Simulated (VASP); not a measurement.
# W (Im-3m) in VASP: a series of runs, part 3 of 3

VASP 6.6.1. The steps go on from the part before.

## 6. Electric field gradients, PBE (volume scaled by 1.02)

The input, INCAR:

```
SYSTEM = W
PREC = Accurate
ENCUT = 520
EDIFF = 1E-8
ISMEAR = -1
SIGMA = 0.08
LREAL = .False.
LASPH = .True.
NELM = 80
ALGO = Normal
ISIF = 2
LWAVE = .False.
LCHARG = .False.
GGA = PE
LEFG = .True.
NBANDS = 13
```

The input, KPOINTS:

```
Automatic mesh
0
Gamma
  14 14 14
  0 0 0
```

The input, POSCAR:

```
W
1.0
   -1.6078784540      1.6078784540      1.6078784540
    1.6078784540     -1.6078784540      1.6078784540
    1.6078784540      1.6078784540     -1.6078784540
W
1
Direct
    0.0000000000      0.0000000000      0.0000000000
```

Potentials or basis: VASP PAW PBE potentials, release 64 (W_sv).

The run is started by

```
> cat potpaw_PBE.64/W_sv/POTCAR > POTCAR
> mpirun -np 1 vasp_std > vasp.out
```

OUTCAR:

```text
SYSTEM = W
   PREC = Accurate
   ENCUT = 520
   EDIFF = 1E-8
   ISMEAR = -1
   LREAL = .False.
   LASPH = .True.
   NELM = 80
   ISIF = 2
   GGA = PE

 ion  position               nearest neighbor table
   1  0.000  0.000  0.000-

  LATTYP: Found a body centered cubic cell.
 ALAT       =     3.2157569080

  Lattice vectors:

 A1 = (  -1.6078784540,   1.6078784540,   1.6078784540)
 A2 = (   1.6078784540,  -1.6078784540,   1.6078784540)
 A3 = (   1.6078784540,   1.6078784540,  -1.6078784540)

Analysis of symmetry for initial positions (statically):
=====================================================================
 Subroutine PRICEL returns:
 Original cell was already a primitive cell.

 Routine SETGRP: Setting up the symmetry group for a
 body centered cubic supercell.

 Subroutine GETGRP returns: Found 48 space group operations
 (whereof 48 operations were pure point group operations)
 out of a pool of 48 trial point group operations.

The static configuration has the point symmetry O_h .

Analysis of symmetry for dynamics (positions and initial velocities):
=====================================================================
 Subroutine PRICEL returns:
 Original cell was already a primitive cell.

 Routine SETGRP: Setting up the symmetry group for a
 body centered cubic supercell.

 Subroutine GETGRP returns: Found 48 space group operations
 (whereof 48 operations were pure point group operations)
 out of a pool of 48 trial point group operations.

The dynamic configuration has the point symmetry O_h .

 Subroutine INISYM returns: Found 48 space group operations
 (whereof 48 operations are pure point group operations),
 and found     1 'primitive' translations

----------------------------------------------------------------------------------------

                                     Primitive cell

  volume of cell :      16.6272

  direct lattice vectors                    reciprocal lattice vectors
    -1.607878454  1.607878454  1.607878454     0.000000000  0.310968779  0.310968779
     1.607878454 -1.607878454  1.607878454     0.310968779  0.000000000  0.310968779
     1.607878454  1.607878454 -1.607878454     0.310968779  0.310968779  0.000000000

  length of vectors
     2.784927175  2.784927175  2.784927175     0.439776265  0.439776265  0.439776265

  position of ions in fractional coordinates (direct lattice)
     0.000000000  0.000000000  0.000000000

  ion indices of the primitive-cell ions
   primitive index   ion index
                 1           1

----------------------------------------------------------------------------------------

 KPOINTS: Automatic mesh

Automatic generation of k-mesh.
 Grid dimensions read from file:
 generate k-points for:   14   14   14

 Generating k-lattice:

  Cartesian coordinates                     Fractional coordinates (reciprocal lattice)
     0.000000000  0.022212056  0.022212056     0.071428571  0.000000000  0.000000000
     0.022212056  0.000000000  0.022212056     0.000000000  0.071428571  0.000000000
[... 68 lines left out ...]
   PSTRESS=    0.0 pullay stress
   NELECT =      14.0000    total number of electrons
   NUPDOWN=      -1.0000    fix difference up-down
   EMIN   =  10.00;   EMAX   =-10.00  energy-range for DOS
   EFERMI =   0.00;   METHOD = LEGACY
   ISMEAR =    -1;   SIGMA  =   0.08  broadening in eV -4-tet -1-fermi 0-gaus
   EFERMI_NEDOS =   21; number of points for ismear=-14 and -15
   IALGO  =     38    algorithm
   IMIX   =      4    mixing-type and parameters
     AMIX     =   0.40;   BMIX     =  1.00
     AMIX_MAG =   1.60;   BMIX_MAG =  1.00
  volume/ion in A,a.u.               =      16.63       112.21
  Fermi-wavevector in a.u.,A,eV,Ry     =   1.545887  2.921302 32.514732  2.389765
  Thomas-Fermi vector in A             =   2.651201
   LORBIT       =      0    0 simple, 1 ext, 2 COOP (PROOUT), +10 PAW based schemes
   GGA     = PE    functional components
   LHFCALC =     F    Hartree Fock is set to
   AEXX    =    0.0000 exact exchange contribution
   IVDW    =     0    specifies the selected vdW correction
   LEPSILON=     F    determine dielectric tensor
   LRPA    =     F    only Hartree local field effects (RPA)
 non-spin polarized calculation
  energy-cutoff  :      520.00
  volume of cell :       16.63
 maximum number of plane-waves:       466
 NGX is ok and might be reduce to    24
   NGX = 11   NGY = 11   NGZ = 11

 number of electron      14.0000000 magnetization

 Free energy of the ion-electron system (eV)
  ---------------------------------------------------
  ext. energy  EPLUGINS =         0.00000000
  ---------------------------------------------------
  free energy    TOTEN  =       -12.94295675 eV

  energy without entropy =      -12.93087032  energy(sigma->0) =      -12.93691354

 E-fermi :  10.8168     XC(G=0): -13.3737

 val. band max:       10.7800877644   @ k =   0.5000   0.5000   0.2143
 cond. band min:      10.8433856960   @ k =  -0.4286   0.5000   0.2857
 fundamental gap:      0.0632979315
 Fermi energy:        10.8167600121

 k-point     1 :       0.0000    0.0000    0.0000
  band No.  band energies     occupation
      1     -63.4953      2.00000
      2     -27.1213      2.00000
      3     -27.1213      2.00000
      4     -27.1213      2.00000
      5       1.3943      2.00000
      6       9.6068      2.00000
      7       9.6068      2.00000
      8       9.6068      2.00000
      9      12.9080      0.00000
     10      12.9080      0.00000
     11      25.1713      0.00000
     12      25.1713      0.00000
     13      25.1713      0.00000
[... 354 lines left out ...]
  band No.  band energies     occupation
      1     -63.3742      2.00000
      2     -27.9644      2.00000
      3     -27.7971      2.00000
      4     -27.2589      2.00000
      5       6.5444      2.00000
      6       7.8979      2.00000
      7       8.5407      2.00000
      8      13.1010      0.00000
      9      13.6513      0.00000
     10      18.5898      0.00000
     11      20.3966      0.00000
     12      22.3998      0.00000
     13      27.3261      0.00000

 [... further k-points ...]
[... 5 lines left out ...]
  --------------------------------------------------------------------------------------
  -------------------------------------------------------------------------------------
  Total       -0.8234939     -0.8234939     -0.8234939      0.0000000      0.0000000      0.0000000
  in kB      -79.3508001    -79.3508001    -79.3508001      0.0000000      0.0000000      0.0000000
  external PRESSURE =     -79.3508001 kB  Pullay stress =       0.0000000 kB

 VOLUME and BASIS-vectors are now :
 -----------------------------------------------------------------------------
  energy-cutoff  :      520.00
  volume of cell :       16.63
      direct lattice vectors                 reciprocal lattice vectors
    -1.607878454  1.607878454  1.607878454     0.000000000  0.310968779  0.310968779
     1.607878454 -1.607878454  1.607878454     0.310968779  0.000000000  0.310968779
     1.607878454  1.607878454 -1.607878454     0.310968779  0.310968779  0.000000000

 POSITION                                       TOTAL-FORCE (eV/Angst)
 -----------------------------------------------------------------------------------
      0.00000      0.00000      0.00000        -0.000000      0.000000     -0.000000
 -----------------------------------------------------------------------------------
    total drift:                                0.000000      0.000000     -0.000000

  FREE ENERGIE OF THE ION-ELECTRON SYSTEM (eV)
  ---------------------------------------------------
  free  energy   TOTEN  =       -12.9429567513 eV

  energy  without entropy=      -12.9308703221  energy(sigma->0) =      -12.93691354

 Electric field gradients (V/A^2)
---------------------------------------------------------------------
 ion       V_xx      V_yy      V_zz      V_xy      V_xz      V_yz
---------------------------------------------------------------------
   1       0.000    -0.000     0.000    -0.000    -0.000    -0.000
---------------------------------------------------------------------

 Electric field gradients after diagonalization (V/A^2)
 (convention: |V_zz| > |V_xx| > |V_yy|)
----------------------------------------------------------------------
 ion       V_xx      V_yy      V_zz     asymmetry (V_yy - V_xx)/ V_zz
----------------------------------------------------------------------
   1       0.000     0.000    -0.001       0.000
----------------------------------------------------------------------

           NMR quadrupolar parameters

 Cq : quadrupolar parameter    Cq=e*Q*V_zz/h
 eta: asymmetry parameters     (V_yy - V_xx)/ V_zz
 Q  : nuclear electric quadrupole moment in mb (millibarn)
----------------------------------------------------------------------
 ion       Cq(MHz)       eta       Q (mb)
----------------------------------------------------------------------
   1      -0.000       0.000       1.000
----------------------------------------------------------------------
```

OSZICAR:

```text
N       E                     dE             d eps       ncg     rms          rms(c)
DAV:   1     0.854109015365E+02    0.85411E+02   -0.75751E+03  2712   0.122E+03
DAV:   2    -0.118887691244E+02   -0.97300E+02   -0.93495E+02  3034   0.315E+02
DAV:   3    -0.135963679630E+02   -0.17076E+01   -0.16975E+01  2914   0.405E+01
DAV:   4    -0.136037408884E+02   -0.73729E-02   -0.73711E-02  2954   0.295E+00
DAV:   5    -0.136038038708E+02   -0.62982E-04   -0.62982E-04  3019   0.259E-01    0.191E+01
DAV:   6    -0.130797009796E+02    0.52410E+00   -0.45746E-01  2789   0.892E+00    0.732E+00
DAV:   7    -0.129471907670E+02    0.13251E+00   -0.22878E-01  2959   0.598E+00    0.761E-01
DAV:   8    -0.129429701033E+02    0.42207E-02   -0.42452E-03  2764   0.826E-01    0.844E-02
DAV:   9    -0.129429618839E+02    0.82194E-05   -0.10000E-04  3059   0.121E-01    0.474E-02
DAV:  10    -0.129429561559E+02    0.57280E-05   -0.12250E-05  2844   0.476E-02    0.103E-02
DAV:  11    -0.129429569634E+02   -0.80750E-06   -0.27517E-07  2929   0.586E-03    0.592E-04
DAV:  12    -0.129429567597E+02    0.20364E-06   -0.63261E-09  2010   0.937E-04    0.137E-04
DAV:  13    -0.129429567451E+02    0.14631E-07   -0.45614E-10  1462   0.287E-04    0.487E-05
DAV:  14    -0.129429567513E+02   -0.62303E-08   -0.55890E-11  1382   0.101E-04
   1 F= -.12942957E+02 E0= -.12936914E+02  d E =-.120864E-01
```

It took 8.3 s on 1 thread of Intel Xeon 6975P-C (Granite Rapids), shared host; peak memory 0.15 GiB.

What came out:

```
Free energy            : -12.9430 eV
Pressure               : -7.9 GPa
Band gap on the k mesh : zero (band 7 reaches 15.58 eV, above the bottom of band 8 at 9.61 eV)
```

Caveat: without QUAD_EFG the Cq values of the log hold for a quadrupole moment of 1 mb, not for the nuclei; spin-orbit coupling is left out, which moves the levels of the heavy elements.

## 7. The runs side by side

| cell | gap on the mesh (eV) | pressure (GPa) |
| --- | --- | --- |
| a = 2.711 Å, angles 109.5°, 1 atom | none | 18.1 |
| a = 2.767 Å, angles 109.5°, 1 atom | none | -2.3 |
| a = 2.748 Å, angles 109.5°, 1 atom | none | 3.9 |
| a = 2.785 Å, angles 109.5°, 1 atom | none | -7.9 |

Alike in all rows: task electric field gradients; level PBE; potentials or basis VASP PAW PBE potentials, release 64 (W_sv); no spin polarisation; k mesh 14 × 14 × 14; cutoff (eV) 520; smearing fermi-dirac 0.08 eV.

Caveats: spin-orbit coupling is left out, which moves the levels of the heavy elements.

Absolute energies hang on the potentials; compare differences alone.
